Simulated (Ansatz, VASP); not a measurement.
**One calculation of Be2C, two programs**

```
Be C
1.0
     0.00000    2.16045    2.16045
     2.16045    0.00000    2.16045
     2.16045    2.16045    0.00000
Be C
2 1
Direct
  0.25000 0.25000 0.25000
  0.75000 0.75000 0.75000
  0.00000 0.00000 0.00000
```

Alike in both runs: functional r2SCAN; k mesh 8 × 8 × 8; no spin polarisation.

Ansatz relaxed the structure, and its values are those at the end. VASP's run is a single point on that final structure, the one shown.

```csv
,VASP,Ansatz
version,VASP 6.6.1,Ansatz 0.2.0
potentials or method,"VASP PAW PBE potentials, release 64 (Be, C)","plane waves, PAW"
plane-wave cutoff (eV),660,500
occupations,"gaussian, width 0.01 eV",fixed
valence electrons in the cell,8,8
```

```csv
,VASP,Ansatz,Ansatz less VASP
pressure (GPa),0.8,0.0,-0.79
```

VASP's potentials were made for PBE, not for r2SCAN.
